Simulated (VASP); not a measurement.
# Nb (I4/mmm) in VASP: notebook

The runs below take Nb through electric field gradients, with LDA.

All numbers are computed with VASP 6.6.1; they aren't measurements. Logs are shortened: lines on timing, memory, paths and dates and some standing lists are left out, and cuts for length are marked.

## Step 1: The cell of the first run

The structure is tetragonal, space group I4/mmm (No. 139). Conventional cell: a = 3.021 Å, b = 3.021 Å, c = 4.230 Å, α = 90.00°, β = 90.00°, γ = 90.00°. Within 4.0 Å of Nb (site symmetry 4/mmm) lie 12 Nb at 3.01 to 3.02 Å.

## Step 2: Electric field gradients, LDA (equal xx and yy strain of +1 %)

Contents of INCAR:

```
SYSTEM = Nb
PREC = Accurate
ENCUT = 520
EDIFF = 1E-8
ISMEAR = -1
SIGMA = 0.03
LREAL = .False.
LASPH = .True.
NELM = 100
ALGO = Normal
ISIF = 2
LWAVE = .False.
LCHARG = .False.
GGA = CA
LEFG = .True.
NBANDS = 12
```

Contents of KPOINTS:

```
Automatic mesh
0
Gamma
  13 13 13
  0 0 0
```

Contents of POSCAR:

```
Nb
1.0
    0.0000000000      2.1361500000      2.1150000000
    2.1361500000      0.0000000000      2.1150000000
    2.1361500000      2.1361500000      0.0000000000
Nb
1
Direct
    0.0000000000      0.0000000000      0.0000000000
```

Potentials or basis: VASP PAW LDA potentials, release 64 (Nb_sv).

Run with:

```
cat potpaw_LDA.64/Nb_sv/POTCAR > POTCAR
mpirun -np 1 vasp_std > vasp.out
```

OUTCAR:

```text
SYSTEM = Nb
   PREC = Accurate
   ENCUT = 520
   EDIFF = 1E-8
   ISMEAR = -1
   LREAL = .False.
   LASPH = .True.
   NELM = 100
   ISIF = 2
   GGA = CA

 ion  position               nearest neighbor table
   1  0.000  0.000  0.000-

  LATTYP: Found a body centered tetragonal cell.
 ALAT       =     3.0209723013
 C/A-ratio  =     1.4002114479

  Lattice vectors:

 A1 = (   0.0000000000,  -2.1361500000,  -2.1150000000)
 A2 = (   0.0000000000,   2.1361500000,  -2.1150000000)
 A3 = (   2.1361500000,   0.0000000000,   2.1150000000)

Analysis of symmetry for initial positions (statically):
=====================================================================
 Subroutine PRICEL returns:
 Original cell was already a primitive cell.

 Routine SETGRP: Setting up the symmetry group for a
 body centered tetragonal supercell.

 Subroutine GETGRP returns: Found 16 space group operations
 (whereof 16 operations were pure point group operations)
 out of a pool of 16 trial point group operations.

The static configuration has the point symmetry D_4h.

Analysis of symmetry for dynamics (positions and initial velocities):
=====================================================================
 Subroutine PRICEL returns:
 Original cell was already a primitive cell.

 Routine SETGRP: Setting up the symmetry group for a
 body centered tetragonal supercell.

 Subroutine GETGRP returns: Found 16 space group operations
 (whereof 16 operations were pure point group operations)
 out of a pool of 16 trial point group operations.

The dynamic configuration has the point symmetry D_4h.

 Subroutine INISYM returns: Found 16 space group operations
 (whereof 16 operations are pure point group operations),
 and found     1 'primitive' translations

----------------------------------------------------------------------------------------

                                     Primitive cell

  volume of cell :      19.3021

  direct lattice vectors                    reciprocal lattice vectors
     0.000000000  2.136150000  2.115000000    -0.234065960  0.234065960  0.236406619
     2.136150000  0.000000000  2.115000000     0.234065960 -0.234065960  0.236406619
     2.136150000  2.136150000  0.000000000     0.234065960  0.234065960 -0.236406619

  length of vectors
     3.006054195  3.006054195  3.020972301     0.406770005  0.406770005  0.406770005

  position of ions in fractional coordinates (direct lattice)
     0.000000000  0.000000000  0.000000000

  ion indices of the primitive-cell ions
   primitive index   ion index
                 1           1

----------------------------------------------------------------------------------------

 KPOINTS: Automatic mesh

Automatic generation of k-mesh.
 Grid dimensions read from file:
 generate k-points for:   13   13   13

 Generating k-lattice:

  Cartesian coordinates                     Fractional coordinates (reciprocal lattice)
    -0.018005074  0.018005074  0.018185125     0.076923077 -0.000000000  0.000000000
     0.018005074 -0.018005074  0.018185125    -0.000000000  0.076923077  0.000000000
     0.018005074  0.018005074 -0.018185125     0.000000000  0.000000000  0.076923077

  Length of vectors
     0.031290000  0.031290000  0.031290000

  Shift w.r.t. Gamma in fractional coordinates (k-lattice)
     0.000000000  0.000000000  0.000000000

 Subroutine IBZKPT returns following result:
 ===========================================

 Found    196 irreducible k-points:

 Following reciprocal coordinates:
            Coordinates               Weight
  0.000000  0.000000  0.000000      1.000000
  0.076923  0.000000  0.000000      8.000000
  0.153846 -0.000000  0.000000      8.000000
  0.230769  0.000000  0.000000      8.000000
  0.307692 -0.000000  0.000000      8.000000
  0.384615  0.000000  0.000000      8.000000
[... 16 lines left out ...]
  0.384615  0.153846  0.000000      8.000000
  0.461538  0.153846  0.000000      8.000000
 [... further k-points ...]
   k-points           NKPTS =    196   k-points in BZ     NKDIM =    196   number of bands    NBANDS=     12
   number of dos      NEDOS =    301   number of ions     NIONS =      1
   total plane-waves  NPLWV =  13824
   dimension x,y,z NGX =    24 NGY =   24 NGZ =   24
   dimension x,y,z NGXF=    48 NGYF=   48 NGZF=   48
   ions per type =               1
   NGX,Y,Z   is equivalent  to a cutoff of  13.27, 13.27, 13.21 a.u.
   NGXF,Y,Z  is equivalent  to a cutoff of  26.55, 26.55, 26.41 a.u.
 SYSTEM =  Nb
   PREC   = accura    normal or accurate (medium, high low for compatibility)
   ISTART =      0    job   : 0-new  1-cont  2-samecut
   ICHARG =      2    charge: 1-file 2-atom 10-const
   ISPIN  =      1    spin polarized calculation?
   LNONCOLLINEAR =      F non collinear calculations
   LSORBIT =      F    spin-orbit coupling
   LASPH  =      T    aspherical Exc in radial PAW
   ENCUT  =  520.0 eV  38.22 Ry    6.18 a.u.   5.59  5.59  5.62*2*pi/ulx,y,z
   NELM   =    100;   NELMIN=  2; NELMDL= -5     # of ELM steps
   EDIFF  = 0.1E-07   stopping-criterion for ELM
   LREAL  =      F    real-space projection
   EDIFFG = 0.1E-06   stopping-criterion for IOM
   NSW    =      0    number of steps for IOM
   IBRION =     -1    ionic relax: 0-MD 1-quasi-New 2-CG
   NFREE  =      0    steps in history (QN), initial steepest desc. (CG)
   ISIF   =      2    stress and relaxation
   ISYM   =      2    0-nonsym 1-usesym 2-fastsym
   POTIM  = 0.5000    time-step for ionic-motion
   TEBEG  =    0.0;   TEEND  =   0.0 temperature during run
   PSTRESS=    0.0 pullay stress
   NELECT =      13.0000    total number of electrons
   NUPDOWN=      -1.0000    fix difference up-down
   EMIN   =  10.00;   EMAX   =-10.00  energy-range for DOS
   EFERMI =   0.00;   METHOD = LEGACY
   ISMEAR =    -1;   SIGMA  =   0.03  broadening in eV -4-tet -1-fermi 0-gaus
   EFERMI_NEDOS =   21; number of points for ismear=-14 and -15
   IALGO  =     38    algorithm
   IMIX   =      4    mixing-type and parameters
     AMIX     =   0.40;   BMIX     =  1.00
     AMIX_MAG =   1.60;   BMIX_MAG =  1.00
  volume/ion in A,a.u.               =      19.30       130.26
  Fermi-wavevector in a.u.,A,eV,Ry     =   1.435009  2.711774 28.017813  2.059251
  Thomas-Fermi vector in A             =   2.554355
   LORBIT       =      0    0 simple, 1 ext, 2 COOP (PROOUT), +10 PAW based schemes
   GGA     = CA    functional components
   LHFCALC =     F    Hartree Fock is set to
   AEXX    =    0.0000 exact exchange contribution
   IVDW    =     0    specifies the selected vdW correction
   LEPSILON=     F    determine dielectric tensor
   LRPA    =     F    only Hartree local field effects (RPA)
 non-spin polarized calculation
  energy-cutoff  :      520.00
  volume of cell :       19.30
 maximum number of plane-waves:       533
   NGX = 11   NGY = 11   NGZ = 11

 number of electron      13.0000000 magnetization

 Free energy of the ion-electron system (eV)
  ---------------------------------------------------
  ext. energy  EPLUGINS =         0.00000000
  ---------------------------------------------------
  free energy    TOTEN  =       -10.82294113 eV

  energy without entropy =      -10.81767856  energy(sigma->0) =      -10.82030984

 E-fermi :  10.3462     XC(G=0): -12.3665

 val. band max:       10.3353983650   @ k =  -0.3077   0.4615   0.1538
 cond. band min:      10.3533834019   @ k =   0.4615   0.0769   0.3077
 fundamental gap:      0.0179850369
 Fermi energy:        10.3461794342

 k-point     1 :       0.0000    0.0000    0.0000
  band No.  band energies     occupation
      1     -44.1376      2.00000
      2     -19.7298      2.00000
      3     -19.7296      2.00000
      4     -19.7296      2.00000
      5       4.2527      2.00000
      6      10.4433      0.07551
      7      10.4433      0.07551
      8      10.5553      0.00187
      9      12.8765      0.00000
     10      13.0219      0.00000
     11      22.2300      0.00000
     12      26.7175      0.00000

 k-point     2 :       0.0769    0.0000    0.0000
  band No.  band energies     occupation
      1     -44.1277      2.00000
      2     -19.7968      2.00000
      3     -19.7384      2.00000
      4     -19.7377      2.00000
      5       4.4660      2.00000
      6      10.3136      1.49520
      7      10.5396      0.00316
      8      10.6226      0.00020
      9      12.7985      0.00000
     10      12.9355      0.00000
     11      22.6515      0.00000
     12      25.9544      0.00000

 k-point     3 :       0.1538   -0.0000    0.0000
  band No.  band energies     occupation
      1     -44.1000      2.00000
      2     -19.9800      2.00000
      3     -19.7627      2.00000
      4     -19.7596      2.00000
      5       5.0544      2.00000
      6       9.9653      1.99999
      7      10.7442      0.00000
      8      10.8296      0.00000
      9      12.6919      0.00000
     10      12.7992      0.00000
     11      23.5830      0.00000
     12      24.6698      0.00000

 k-point     4 :       0.2308    0.0000    0.0000
  band No.  band energies     occupation
      1     -44.0608      2.00000
      2     -20.2318      2.00000
      3     -19.7968      2.00000
      4     -19.7903      2.00000
      5       5.8342      2.00000
      6       9.7175      2.00000
      7      10.8043      0.00000
      8      10.9114      0.00000
      9      12.8889      0.00000
     10      12.9425      0.00000
     11      22.9025      0.00000
     12      25.1732      0.00000

 k-point     5 :       0.3077   -0.0000    0.0000
  band No.  band energies     occupation
      1     -44.0187      2.00000
      2     -20.4915      2.00000
      3     -19.8327      2.00000
      4     -19.8226      2.00000
      5       6.4433      2.00000
      6       9.9614      1.99999
      7      10.6230      0.00020
      8      10.7433      0.00000
      9      13.5129      0.00000
     10      13.5160      0.00000
     11      21.8412      0.00000
     12      24.8784      0.00000
[... 228 lines left out ...]
      1     -44.0568      2.00000
      2     -20.1377      2.00000
      3     -19.8617      2.00000
      4     -19.8511      2.00000
      5       5.9483      2.00000
      6       9.1838      2.00000
      7      11.0810      0.00000
      8      11.4015      0.00000
      9      11.9532      0.00000
     10      13.4616      0.00000
     11      24.8710      0.00000
     12      25.5232      0.00000

 k-point    22 :       0.3077    0.1538    0.0000
  band No.  band energies     occupation
      1     -44.0194      2.00000
      2     -20.3529      2.00000
      3     -19.9015      2.00000
      4     -19.8897      2.00000
      5       6.6646      2.00000
      6       8.9818      2.00000
      7      10.5613      0.00154
      8      11.4427      0.00000
      9      12.8362      0.00000
     10      13.9374      0.00000
     11      23.6565      0.00000
     12      26.0641      0.00000

 k-point    23 :       0.3846    0.1538    0.0000
  band No.  band energies     occupation
      1     -43.9828      2.00000
      2     -20.5550      2.00000
      3     -19.9400      2.00000
      4     -19.9296      2.00000
      5       7.1326      2.00000
      6       9.2010      2.00000
      7      10.1801      1.99216
      8      11.2595      0.00000
      9      14.0408      0.00000
     10      14.5669      0.00000
     11      22.3021      0.00000
     12      24.8342      0.00000

 k-point    24 :       0.4615    0.1538    0.0000
  band No.  band energies     occupation
      1     -43.9557      2.00000
      2     -20.6983      2.00000
      3     -19.9919      2.00000
      4     -19.9395      2.00000
      5       7.2594      2.00000
      6       9.4238      2.00000
      7      10.3788      0.50454
      8      11.0342      0.00000
      9      14.9618      0.00000
     10      15.3598      0.00000
     11      20.7878      0.00000
     12      23.8458      0.00000

 [... further k-points ...]
[... 5 lines left out ...]
  --------------------------------------------------------------------------------------
  -------------------------------------------------------------------------------------
  Total       -1.4872169     -1.4872169     -1.8042817      0.0000000      0.0000000     -0.0000000
  in kB     -123.4471396   -123.4471396   -149.7652558      0.0000000      0.0000000     -0.0000000
  external PRESSURE =    -132.2198450 kB  Pullay stress =       0.0000000 kB

 VOLUME and BASIS-vectors are now :
 -----------------------------------------------------------------------------
  energy-cutoff  :      520.00
  volume of cell :       19.30
      direct lattice vectors                 reciprocal lattice vectors
     0.000000000  2.136150000  2.115000000    -0.234065960  0.234065960  0.236406619
     2.136150000  0.000000000  2.115000000     0.234065960 -0.234065960  0.236406619
     2.136150000  2.136150000  0.000000000     0.234065960  0.234065960 -0.236406619

 POSITION                                       TOTAL-FORCE (eV/Angst)
 -----------------------------------------------------------------------------------
      0.00000      0.00000      0.00000         0.000000      0.000000      0.000000
 -----------------------------------------------------------------------------------
    total drift:                               -0.000000      0.000000     -0.000000

  FREE ENERGIE OF THE ION-ELECTRON SYSTEM (eV)
  ---------------------------------------------------
  free  energy   TOTEN  =       -10.8229411280 eV

  energy  without entropy=      -10.8176785587  energy(sigma->0) =      -10.82030984

 Electric field gradients (V/A^2)
---------------------------------------------------------------------
 ion       V_xx      V_yy      V_zz      V_xy      V_xz      V_yz
---------------------------------------------------------------------
   1      -4.096    -4.096     8.191     0.000     0.000     0.000
---------------------------------------------------------------------

 Electric field gradients after diagonalization (V/A^2)
 (convention: |V_zz| > |V_xx| > |V_yy|)
----------------------------------------------------------------------
 ion       V_xx      V_yy      V_zz     asymmetry (V_yy - V_xx)/ V_zz
----------------------------------------------------------------------
   1      -4.096    -4.096     8.191       0.000
----------------------------------------------------------------------

           NMR quadrupolar parameters

 Cq : quadrupolar parameter    Cq=e*Q*V_zz/h
 eta: asymmetry parameters     (V_yy - V_xx)/ V_zz
 Q  : nuclear electric quadrupole moment in mb (millibarn)
----------------------------------------------------------------------
 ion       Cq(MHz)       eta       Q (mb)
----------------------------------------------------------------------
   1       0.020       0.000       1.000
----------------------------------------------------------------------
```

Run time: 55 s. Hardware: 1 thread of Intel Xeon 8259CL, shared host; peak memory 0.16 GiB.

What came out:

```
Free energy                             : -10.8229 eV
Pressure                                : -13.2 GPa
Band gap on the k mesh                  : zero (an odd number of electrons rules out a gap without spin polarisation)
Largest electric field gradient by atom : Nb +8.2 V/Å²
```

Electric field gradients, principal values (V/Å²):
```tsv
atom	least	middle	greatest (by size)
1 Nb	-4.096	-4.096	8.191
```

Caveat: the cell differs from its parent crystal (equal xx and yy strain of +1 %); the cell stands under tension; without QUAD_EFG the Cq values of the log hold for a quadrupole moment of 1 mb, not for the nuclei.

[end of part 1 of 2]
